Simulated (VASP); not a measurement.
# TiO2 (P4_2/mnm) in VASP: a series of runs, part 2 of 2

VASP 6.6.1.

## Step 4: Single point, LDA (in-plane strain +0.01, then relaxed in part)

Contents of INCAR:

```
  PREC = Accurate
  ENCUT = 520
  EDIFF = 1E-6
  ISMEAR = 0
  SIGMA = 0.01
  LREAL = False
  LASPH = True
  NELM = 60
  ALGO = Normal
  ISIF = 2
  LWAVE = False
  LCHARG = False
  GGA = CA
  NBANDS = 33
```

Contents of KPOINTS:

```
regular mesh
0
Gamma
  6 6 8
```

Contents of POSCAR:

```
TiO2
1.0
    4.5936429926      0.0000000000      0.0000000000
    0.0000000000      4.5936429926      0.0000000000
    0.0000000000      0.0000000000      2.8989706032
Ti O
2 4
Direct
    0.0000000000      0.0000000000      0.0000000000
    0.5000000000      0.5000000000      0.5000000000
    0.3043689819      0.3043689819      0.0000000000
    0.1956310181      0.8043689819      0.5000000000
    0.6956310181      0.6956310181      0.0000000000
    0.8043689819      0.1956310181      0.5000000000
```

Potentials or basis: VASP PAW LDA potentials, release 64 (Ti_sv, O).

Command:

```
cat potpaw_LDA.64/Ti_sv/POTCAR potpaw_LDA.64/O/POTCAR > POTCAR
mpirun -np 1 vasp_std > vasp.out
```

OUTCAR:

```text
PREC = Accurate
   ENCUT = 520
   EDIFF = 1E-6
   ISMEAR = 0
   LREAL = False
   LASPH = True
   NELM = 60
   ISIF = 2
   GGA = CA

 ion  position               nearest neighbor table
   1  0.000  0.000  0.000-   4 1.93   6 1.93   4 1.93   6 1.93   5 1.98   3 1.98
   2  0.500  0.500  0.500-   3 1.93   5 1.93   3 1.93   5 1.93   4 1.98   6 1.98
   3  0.304  0.304  0.000-   2 1.93   2 1.93   1 1.98
   4  0.196  0.804  0.500-   1 1.93   1 1.93   2 1.98
   5  0.696  0.696  0.000-   2 1.93   2 1.93   1 1.98
   6  0.804  0.196  0.500-   1 1.93   1 1.93   2 1.98

  LATTYP: Found a simple tetragonal cell.
 ALAT       =     4.5936429926
 C/A-ratio  =     0.6310831312

  Lattice vectors:

 A1 = (   4.5936429926,   0.0000000000,   0.0000000000)
 A2 = (   0.0000000000,   4.5936429926,   0.0000000000)
 A3 = (   0.0000000000,   0.0000000000,   2.8989706032)

Analysis of symmetry for initial positions (statically):
=====================================================================
 Subroutine PRICEL returns:
 Original cell was already a primitive cell.

[... 183 lines left out ...]
 cond. band min:       6.5481540678   @ k =   0.0000   0.0000   0.0000
 fundamental gap:      1.8456945495
 Fermi energy:         4.7465048105

 k-point     1 :       0.0000    0.0000    0.0000
  band No.  band energies     occupation
      1     -51.3413      2.00000
      2     -51.3213      2.00000
      3     -28.0745      2.00000
      4     -28.0745      2.00000
      5     -27.8877      2.00000
      6     -27.8877      2.00000
[... 853 lines left out ...]
     32      10.0847      0.00000
     33      11.5976      0.00000

 [... further k-points ...]

------------------------ aborting loop because EDIFF is reached ----------------------------------------

  FORCE on cell =-STRESS in cart. coord.  units (eV):
  Direction    XX          YY          ZZ          XY          YZ          ZX
  --------------------------------------------------------------------------------------
  -------------------------------------------------------------------------------------
  Total       -1.0935709     -1.0935709      0.5754371     -0.0000000      0.0000000      0.0000000
  in kB      -28.6417281    -28.6417281     15.0712795     -0.0000000      0.0000000      0.0000000
  external PRESSURE =     -14.0707256 kB  Pullay stress =       0.0000000 kB

 VOLUME and BASIS-vectors are now :
 -----------------------------------------------------------------------------
  energy-cutoff  :      520.00
  volume of cell :       61.17
      direct lattice vectors                 reciprocal lattice vectors
     4.593642993  0.000000000  0.000000000     0.217692146  0.000000000  0.000000000
     0.000000000  4.593642993  0.000000000     0.000000000  0.217692146  0.000000000
     0.000000000  0.000000000  2.898970603     0.000000000  0.000000000  0.344950031

 POSITION                                       TOTAL-FORCE (eV/Angst)
 -----------------------------------------------------------------------------------
      0.00000      0.00000      0.00000         0.000000      0.000000     -0.000000
      2.29682      2.29682      1.44949         0.000000      0.000000     -0.000000
      1.39816      1.39816      0.00000        -0.033317     -0.033317     -0.000000
      0.89866      3.69498      1.44949         0.033317     -0.033317     -0.000000
      3.19548      3.19548      0.00000         0.033317      0.033317      0.000000
      3.69498      0.89866      1.44949        -0.033317      0.033317      0.000000
 -----------------------------------------------------------------------------------
    total drift:                               -0.000000      0.000000      0.000000

  FREE ENERGIE OF THE ION-ELECTRON SYSTEM (eV)
  ---------------------------------------------------
  free  energy   TOTEN  =       -58.7679616987 eV

  energy  without entropy=      -58.7679616987  energy(sigma->0) =      -58.76796170
```

Wall time 63 s (1 thread of Intel Xeon 6975P-C (Granite Rapids), shared host); peak memory 0.19 GiB.

Results:

- Free energy: -58.7680 eV
- Pressure: -1.4 GPa
- Largest force: 0.047 eV/Å
- Band gap on the k mesh: 1.85 eV

Forces in eV/Å, atoms in the order of the input:
```
Ti   0.000  0.000  0.000
Ti   0.000  0.000  0.000
O   -0.033 -0.033  0.000
O    0.033 -0.033  0.000
O    0.033  0.033  0.000
O   -0.033  0.033  0.000
```

Levels at points of the mesh, in eV from the valence-band top:
| k point | band 22 | band 23 | band 24 | band 25 | band 26 | band 27 |
| --- | --- | --- | --- | --- | --- | --- |
| (0.00, 0.00, 0.00) | -0.45 | -0.45 | 0.00 | 1.85 | 2.11 | 2.50 |
| (0.50, 0.00, 0.00) | -1.53 | -0.75 | -0.75 | 2.55 | 2.55 | 3.13 |
| (0.50, 0.50, 0.00) | -1.19 | -1.08 | -1.08 | 1.88 | 1.88 | 2.62 |
| (0.00, 0.00, 0.50) | -2.42 | -1.44 | -1.44 | 3.02 | 3.02 | 3.41 |
| (0.50, 0.00, 0.50) | -2.10 | -1.05 | -1.05 | 1.89 | 1.89 | 3.43 |
| (0.50, 0.50, 0.50) | -1.30 | -0.67 | -0.67 | 2.63 | 2.63 | 3.26 |

Caveat: the cell differs from its parent crystal (in-plane strain +0.01, then relaxed in part). A k mesh can miss the band edges.

## Step 5: Overview

| cell | gap on the mesh (eV) | pressure (GPa) | largest force (eV/Å) |
| --- | --- | --- | --- |
| a = 4.571, b = 4.571, c = 2.908 Å, 6 atoms, in-plane strain +0.005 | 1.83 | -0.2 | 0.02 |
| a = 4.571, b = 4.571, c = 2.908 Å, 6 atoms, film at in-plane strain +0.005 | 1.84 | 0.0 | 0.04 |
| a = 4.594, b = 4.594, c = 2.899 Å, 6 atoms, in-plane strain +0.01, then relaxed in part | 1.85 | -1.4 | 0.05 |

Alike in all rows: task single point; level LDA; potentials or basis VASP PAW LDA potentials, release 64 (Ti_sv, O); no spin polarisation; k mesh 6 × 6 × 8; cutoff (eV) 520; smearing gaussian 0.01 eV.

Total energies depend on the potentials used, so only differences within one code and one set of settings carry meaning.
